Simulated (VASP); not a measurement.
Here is a VASP 6.6.1 calculation.

INCAR

```
SYSTEM = Sn
ALGO = Fast ; EDIFF = 1E-7
ENCUT = 520 ; GGA = CA
ISIF = 2 ; ISMEAR = 0
ISYM = 0 ; KPAR = 4
LASPH = .True. ; LCHARG = .False.
LREAL = .False. ; LWAVE = .False.
NBANDS = 36 ; NELM = 100
PREC = Accurate ; SIGMA = 0.15
```

The input KPOINTS:

```
k-points
0
Gamma
  16 16 4
  0 0 0
```

The input POSCAR:

```
Sn
1.0
   -1.7265390000      1.7755470000     -2.3383420000
   -1.7265390000     -1.7755470000      2.3383420000
   -1.7265390000     11.8369800000      3.1177893333
Sn
4
Direct
   -0.7291666667     -0.1458333333      0.8750000000
    0.1458333333      0.7291666667      0.1250000000
    0.1875000000      0.4375000000      0.3750000000
    0.2291666667      0.1458333333      0.6250000000
```

Potentials or basis: VASP PAW LDA potentials, release 64 (Sn_d).

Run with:

```console
$ cat potpaw_LDA.64/Sn_d/POTCAR > POTCAR
$ mpirun -np 4 vasp_std > vasp.out
```

Q: Estimate the band gap on the k mesh.

A: Zero (bands 28 and 29 overlap by 7.31 eV).

Q: Estimate the pressure.

A: -4.6 GPa.

Q: Estimate the largest force.

A: 0.256 eV/Å.

Forces on the atoms (eV/Å):
```
Sn  -0.002 -0.243 -0.080
Sn   0.002  0.243  0.080
Sn   0.002 -0.004 -0.018
Sn  -0.002  0.004  0.018
```

Caveat: the cell differs from its parent crystal (the part above a cut slid along it); the cell stands under tension; spin-orbit coupling is left out, which moves the levels of the heavy elements.
